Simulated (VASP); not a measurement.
# Eu (Im-3m) in VASP: a series of runs

The runs below take Eu through single point, with PBE.

Everything below comes from runs of VASP 6.6.1. Logs are shortened: lines on timing, memory, paths and dates and some standing lists are left out, and cuts for length are marked.

### 1 The cell of the first run

It takes space group Im-3m (No. 229, cubic). Conventional cell: a = 4.388 Å, b = 4.388 Å, c = 4.388 Å, α = 90.00°, β = 90.00°, γ = 90.00°. Within 5.0 Å of Eu (site symmetry m-3m) lie 14 Eu at 3.80 to 4.39 Å.

### 2 Single point, PBE, collinear spin, ferromagnetic start

The input, INCAR:

```
SYSTEM = Eu
ALGO = Normal
EDIFF = 1E-6
ENCUT = 520
GGA = PE
ISIF = 2
ISMEAR = 1
ISPIN = 2
LASPH = .TRUE.
LCHARG = .FALSE.
LMAXMIX = 6
LORBIT = 11
LREAL = .FALSE.
LWAVE = .FALSE.
MAGMOM = 7.02
NBANDS = 18
NELM = 150
PREC = Accurate
SIGMA = 0.2
```

The input, KPOINTS:

```
k-points
0
G
  10 10 10
  0 0 0
```

The input, POSCAR:

```
Eu
1.0
   -2.1939508085      2.1939508085      2.1939508085
    2.1939508085     -2.1939508085      2.1939508085
    2.1939508085      2.1939508085     -2.1939508085
Eu
1
Direct
    0.0000000000      0.0000000000      0.0000000000
```

Potentials or basis: VASP PAW PBE potentials, release 64 (Eu).

Launch:

```sh
$ cat potpaw_PBE.64/Eu/POTCAR > POTCAR
$ mpirun -np 1 vasp_std > vasp.out
```

OUTCAR:

```text
SYSTEM = Eu
   EDIFF = 1E-6
   ENCUT = 520
   GGA = PE
   ISIF = 2
   ISMEAR = 1
   ISPIN = 2
   LASPH = .TRUE.
   LORBIT = 11
   LREAL = .FALSE.
   NELM = 150
   PREC = Accurate

 ion  position               nearest neighbor table
   1  0.000  0.000  0.000-

  LATTYP: Found a body centered cubic cell.
 ALAT       =     4.3879016170

  Lattice vectors:

 A1 = (  -2.1939508085,   2.1939508085,   2.1939508085)
 A2 = (   2.1939508085,  -2.1939508085,   2.1939508085)
 A3 = (   2.1939508085,   2.1939508085,  -2.1939508085)

Analysis of symmetry for initial positions (statically):
=====================================================================
 Subroutine PRICEL returns:
 Original cell was already a primitive cell.

 Routine SETGRP: Setting up the symmetry group for a
 body centered cubic supercell.

 Subroutine GETGRP returns: Found 48 space group operations
 (whereof 48 operations were pure point group operations)
 out of a pool of 48 trial point group operations.

The static configuration has the point symmetry O_h .

Analysis of symmetry for dynamics (positions and initial velocities):
=====================================================================
 Subroutine PRICEL returns:
 Original cell was already a primitive cell.

 Routine SETGRP: Setting up the symmetry group for a
 body centered cubic supercell.

 Subroutine GETGRP returns: Found 48 space group operations
 (whereof 48 operations were pure point group operations)
 out of a pool of 48 trial point group operations.

The dynamic configuration has the point symmetry O_h .

Analysis of structural, dynamic, and magnetic symmetry:
=====================================================================
 Subroutine PRICEL returns:
 Original cell was already a primitive cell.

 Routine SETGRP: Setting up the symmetry group for a
 body centered cubic supercell.

 Subroutine GETGRP returns: Found 48 space group operations
 (whereof 48 operations were pure point group operations)
 out of a pool of 48 trial point group operations.

The overall configuration has the point symmetry O_h .

 Subroutine INISYM returns: Found 48 space group operations
 (whereof 48 operations are pure point group operations),
 and found     1 'primitive' translations

----------------------------------------------------------------------------------------

                                     Primitive cell

  volume of cell :      42.2416

  direct lattice vectors                    reciprocal lattice vectors
    -2.193950808  2.193950808  2.193950808     0.000000000  0.227899367  0.227899367
     2.193950808 -2.193950808  2.193950808     0.227899367  0.000000000  0.227899367
     2.193950808  2.193950808 -2.193950808     0.227899367  0.227899367  0.000000000

  length of vectors
     3.800034270  3.800034270  3.800034270     0.322298375  0.322298375  0.322298375

  position of ions in fractional coordinates (direct lattice)
     0.000000000  0.000000000  0.000000000

  ion indices of the primitive-cell ions
   primitive index   ion index
                 1           1

----------------------------------------------------------------------------------------

 KPOINTS: k-points

Automatic generation of k-mesh.
 Grid dimensions read from file:
 generate k-points for:   10   10   10

 Generating k-lattice:

  Cartesian coordinates                     Fractional coordinates (reciprocal lattice)
     0.000000000  0.022789937  0.022789937     0.100000000  0.000000000  0.000000000
     0.022789937  0.000000000  0.022789937     0.000000000  0.100000000  0.000000000
     0.022789937  0.022789937  0.000000000     0.000000000  0.000000000  0.100000000

  Length of vectors
     0.032229838  0.032229838  0.032229838

  Shift w.r.t. Gamma in fractional coordinates (k-lattice)
     0.000000000  0.000000000  0.000000000

 Subroutine IBZKPT returns following result:
 ===========================================

 Found     47 irreducible k-points:

 Following reciprocal coordinates:
            Coordinates               Weight
  0.000000  0.000000  0.000000      1.000000
  0.100000  0.000000  0.000000     12.000000
  0.200000  0.000000  0.000000     12.000000
  0.300000  0.000000  0.000000     12.000000
  0.400000  0.000000  0.000000     12.000000
  0.500000  0.000000  0.000000      6.000000
[... 16 lines left out ...]
  0.300000  0.300000  0.100000      8.000000
 -0.300000  0.300000  0.100000     24.000000
 [... further k-points ...]
   k-points           NKPTS =     47   k-points in BZ     NKDIM =     47   number of bands    NBANDS=     18
   number of dos      NEDOS =    301   number of ions     NIONS =      1
   total plane-waves  NPLWV =  21952
   dimension x,y,z NGX =    28 NGY =   28 NGZ =   28
   dimension x,y,z NGXF=    56 NGYF=   56 NGZF=   56
   ions per type =               1
   NGX,Y,Z   is equivalent  to a cutoff of  12.25, 12.25, 12.25 a.u.
   NGXF,Y,Z  is equivalent  to a cutoff of  24.50, 24.50, 24.50 a.u.
 SYSTEM =  Eu
   PREC   = accura    normal or accurate (medium, high low for compatibility)
   ISTART =      0    job   : 0-new  1-cont  2-samecut
   ICHARG =      2    charge: 1-file 2-atom 10-const
   ISPIN  =      2    spin polarized calculation?
   LNONCOLLINEAR =      F non collinear calculations
   LSORBIT =      F    spin-orbit coupling
   LASPH  =      T    aspherical Exc in radial PAW
   ENCUT  =  520.0 eV  38.22 Ry    6.18 a.u.   7.07  7.07  7.07*2*pi/ulx,y,z
   NELM   =    150;   NELMIN=  2; NELMDL= -5     # of ELM steps
   EDIFF  = 0.1E-05   stopping-criterion for ELM
   LREAL  =      F    real-space projection
   EDIFFG = 0.1E-04   stopping-criterion for IOM
   NSW    =      0    number of steps for IOM
   IBRION =     -1    ionic relax: 0-MD 1-quasi-New 2-CG
   NFREE  =      0    steps in history (QN), initial steepest desc. (CG)
   ISIF   =      2    stress and relaxation
   ISYM   =      2    0-nonsym 1-usesym 2-fastsym
   POTIM  = 0.5000    time-step for ionic-motion
   TEBEG  =    0.0;   TEEND  =   0.0 temperature during run
   PSTRESS=    0.0 pullay stress
   NELECT =      17.0000    total number of electrons
   NUPDOWN=      -1.0000    fix difference up-down
   EMIN   =  10.00;   EMAX   =-10.00  energy-range for DOS
   EFERMI =   0.00;   METHOD = LEGACY
   ISMEAR =     1;   SIGMA  =   0.20  broadening in eV -4-tet -1-fermi 0-gaus
   EFERMI_NEDOS =   21; number of points for ismear=-14 and -15
   IALGO  =     38    algorithm
   IMIX   =      4    mixing-type and parameters
     AMIX     =   0.40;   BMIX     =  1.00
     AMIX_MAG =   1.60;   BMIX_MAG =  1.00
  volume/ion in A,a.u.               =      42.24       285.06
  Fermi-wavevector in a.u.,A,eV,Ry     =   1.208679  2.284072 19.876813  1.460905
  Thomas-Fermi vector in A             =   2.344279
   LORBIT       =     11    0 simple, 1 ext, 2 COOP (PROOUT), +10 PAW based schemes
   GGA     = PE    functional components
   LHFCALC =     F    Hartree Fock is set to
   AEXX    =    0.0000 exact exchange contribution
   IVDW    =     0    specifies the selected vdW correction
   LEPSILON=     F    determine dielectric tensor
   LRPA    =     F    only Hartree local field effects (RPA)
 spin polarized calculation
 Methfessel and Paxton  Order N= 1 SIGMA  =   0.20
  energy-cutoff  :      520.00
  volume of cell :       42.24
 maximum number of plane-waves:      1157
   NGX = 15   NGY = 15   NGZ = 15

 number of electron      16.9999993 magnetization       7.4404107

 Free energy of the ion-electron system (eV)
  ---------------------------------------------------
  ext. energy  EPLUGINS =         0.00000000
  ---------------------------------------------------
  free energy    TOTEN  =       -11.43081414 eV

  energy without entropy =      -11.48629009  energy(sigma->0) =      -11.44930612

 E-fermi :   2.0831     XC(G=0):  -8.7944

 val. band max:        2.0597215494   @ k =  -0.4000   0.4000   0.4000
 cond. band min:       2.0988534513   @ k =  -0.4000   0.4000   0.3000
 fundamental gap:      0.0391319019
 Fermi energy:         2.0830570383

 spin component 1

 k-point     1 :       0.0000    0.0000    0.0000
  band No.  band energies     occupation
      1     -39.4733      1.00000
      2     -18.0504      1.00000
      3     -18.0504      1.00000
      4     -18.0504      1.00000
      5      -2.3316      1.00000
      6       1.7113      1.01227
[... 10 lines left out ...]
     17       5.6144     -0.00000
     18      11.4890      0.00000

 k-point     2 :       0.1000    0.0000    0.0000
  band No.  band energies     occupation
      1     -39.4700      1.00000
      2     -18.0950      1.00000
      3     -18.0645      1.00000
      4     -18.0506      1.00000
      5      -2.1021      1.00000
      6       1.7071      1.01155
[... 10 lines left out ...]
     17       5.6272     -0.00000
     18      11.6955      0.00000
[... 442 lines left out ...]
 k-point    24 :      -0.3000    0.3000    0.1000
  band No.  band energies     occupation
      1     -39.4478      1.00000
      2     -18.3395      1.00000
      3     -18.1611      1.00000
      4     -18.0848      1.00000
      5      -0.4136      1.00000
      6       1.6559      1.00504
[... 10 lines left out ...]
     17       6.2043      0.00000
     18      10.4413      0.00000

 [... further k-points ...]

 spin component 2

 k-point     1 :       0.0000    0.0000    0.0000
  band No.  band energies     occupation
      1     -36.3208      1.00000
      2     -15.6902      1.00000
      3     -15.6902      1.00000
      4     -15.6902      1.00000
      5      -1.4363      1.00000
      6       4.9517     -0.00000
[... 10 lines left out ...]
     17       6.8580      0.00000
     18      12.7135      0.00000

 k-point     2 :       0.1000    0.0000    0.0000
  band No.  band energies     occupation
      1     -36.3165      1.00000
      2     -15.7466      1.00000
      3     -15.7074      1.00000
      4     -15.6904      1.00000
      5      -1.1961      1.00000
      6       4.7246     -0.00000
[... 10 lines left out ...]
     17       6.9792      0.00000
     18      12.9608      0.00000
[... 442 lines left out ...]
 k-point    24 :      -0.3000    0.3000    0.1000
  band No.  band energies     occupation
      1     -36.2877      1.00000
      2     -16.0528      1.00000
      3     -15.8265      1.00000
      4     -15.7336      1.00000
      5       0.5391      1.00000
      6       3.6273     -0.00000
[... 10 lines left out ...]
     17       7.5178      0.00000
     18      11.7118      0.00000

 [... further k-points ...]

------------------------ aborting loop because EDIFF is reached ----------------------------------------

  FORCE on cell =-STRESS in cart. coord.  units (eV):
  Direction    XX          YY          ZZ          XY          YZ          ZX
  --------------------------------------------------------------------------------------
  -------------------------------------------------------------------------------------
  Total       -0.0794278     -0.0794278     -0.0794278      0.0000000     -0.0000000      0.0000000
  in kB       -3.0126067     -3.0126067     -3.0126067      0.0000000     -0.0000000      0.0000000
  external PRESSURE =      -3.0126067 kB  Pullay stress =       0.0000000 kB

 VOLUME and BASIS-vectors are now :
 -----------------------------------------------------------------------------
  energy-cutoff  :      520.00
  volume of cell :       42.24
      direct lattice vectors                 reciprocal lattice vectors
    -2.193950808  2.193950808  2.193950808     0.000000000  0.227899367  0.227899367
     2.193950808 -2.193950808  2.193950808     0.227899367  0.000000000  0.227899367
     2.193950808  2.193950808 -2.193950808     0.227899367  0.227899367  0.000000000

 POSITION                                       TOTAL-FORCE (eV/Angst)
 -----------------------------------------------------------------------------------
      0.00000      0.00000      0.00000        -0.000000     -0.000000     -0.000000
 -----------------------------------------------------------------------------------
    total drift:                                0.000000      0.000000      0.000000

  FREE ENERGIE OF THE ION-ELECTRON SYSTEM (eV)
  ---------------------------------------------------
  free  energy   TOTEN  =       -11.4308141434 eV

  energy  without entropy=      -11.4862900854  energy(sigma->0) =      -11.44930612

 total charge

# of ion       s       p       d       f       tot
--------------------------------------------------
    1        2.084   5.713   0.285   6.668  14.750

 magnetization (x)

# of ion       s       p       d       f       tot
--------------------------------------------------
    1       -0.003  -0.090   0.150   6.666   6.723
```

It took 56 s on 1 thread of AMD EPYC 9R45 (Zen 5), shared host; peak memory 0.19 GiB.

What came out:

- Free energy: -11.4308 eV
- Pressure: -0.3 GPa
- Net moment: 7.44 μB per cell
- Site moments: Eu +6.72 μB
- Valence electrons inside the program's atomic spheres: Eu 14.75

Caveat: spin-orbit coupling is left out, which moves the levels of the heavy elements; semilocal functionals describe open f shells poorly, which spoils levels, moments and volumes.

[end of part 1 of 3]
